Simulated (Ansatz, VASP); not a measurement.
Two plane-wave programs on Al4Ru3

File POSCAR:

```
Al4Ru3
1.0
    2.9826244061      0.0000000000      0.0000000000
    0.0000000000      2.9826244061      0.0000000000
    0.0000000000      0.0000000000     23.9478732184
Al Ru
4 3
Direct
    0.0000000000      0.0000000000      0.3131802115
    0.0000000000      0.0000000000      0.4377267372
    0.0000000000      0.0000000000      0.5622732628
    0.0000000000      0.0000000000      0.6868197885
    0.5000000000      0.5000000000      0.3754534743
    0.5000000000      0.5000000000      0.5000000000
    0.5000000000      0.5000000000      0.6245465257
```

INCAR.step1

```
SYSTEM = Al4Ru3
PREC = Accurate
ENCUT = 520
ISMEAR = -1
SIGMA = 0.3
LREAL = .FALSE.
LASPH = .TRUE.
NELM = 100
LDIPOL = .TRUE.
IDIPOL = 3
DIPOL = 0.5 0.5 0.500
NBANDS = 36
GGA = PE
ALGO = Normal
EDIFF = 1E-4
LWAVE = .TRUE.
LCHARG = .FALSE.
```

The input INCAR.step2:

```
SYSTEM = Al4Ru3
PREC = Accurate
ENCUT = 520
EDIFF = 1E-7
ISMEAR = -1
SIGMA = 0.3
LREAL = .FALSE.
LASPH = .TRUE.
NELM = 100
ALGO = Normal
ISIF = 2
LWAVE = .FALSE.
LCHARG = .TRUE.
LDIPOL = .TRUE.
IDIPOL = 3
DIPOL = 0.5 0.5 0.500
METAGGA = R2SCAN
LMIXTAU = .TRUE.
LELF = .TRUE.
LVHAR = .TRUE.
LVACPOTAV = .TRUE.
NBANDS = 36
ISTART = 1
```

Contents of KPOINTS:

```
regular mesh
0
G
  12 12 1
  0 0 0
```

Input for Ansatz:

```yaml
crystal:
  lattice:
    - [2.9826244061, 0.0, 0.0]
    - [0.0, 2.9826244061, 0.0]
    - [0.0, 0.0, 23.9478732184]
  atoms:
    - { symbol: Al, position: [0.0, 0.0, 0.3131802115] }
    - { symbol: Ru, position: [0.5, 0.5, 0.3754534743] }
    - { symbol: Al, position: [0.0, 0.0, 0.4377267372] }
    - { symbol: Ru, position: [0.5, 0.5, 0.5] }
    - { symbol: Al, position: [0.0, 0.0, 0.5622732628] }
    - { symbol: Ru, position: [0.5, 0.5, 0.6245465257] }
    - { symbol: Al, position: [0.0, 0.0, 0.6868197885] }
basis:
  ecutwfc: 500
kpoints:
  mp_grid: { grid: [12, 12, 1] }
hamiltonian:
  xc: r2scan
scf:
  occupations: { method: fermi_dirac, width: 0.3 }
output:
  forces: true
  stress: true
  eigenvalues: true
efield:
  axis: 3
  dipole_correction: true
  ramp_width: 0.04
```

Alike in both runs: task single point; functional r2SCAN; k mesh 12 × 12 × 1; occupations fermi-dirac, width 0.3 eV; no spin polarisation.

|  | VASP | Ansatz |
| --- | --- | --- |
| version | VASP 6.6.1 | Ansatz 0.2.0 |
| potentials or method | VASP PAW PBE potentials, release 64 (Al, Ru_pv), cutoff 520 eV | scalar-relativistic, plane waves, PAW |
| valence electrons in the cell | 54 | 60 |

```csv
,VASP,Ansatz,Ansatz less VASP
gap on the k mesh at the Fermi level (eV),none,none,-
rms of the force components (eV/Å),0.565,0.568,+0.0023
"work function, face that differs most (eV)",3.62,3.61,-0.009
```

VASP's potentials were made for PBE, not for r2SCAN. A gap of «none» marks a metal or a gap that the smearing closes. VASP's potentials hold 54 valence electrons a cell and Ansatz's 60, so a difference there can come from the potentials and not from the codes.
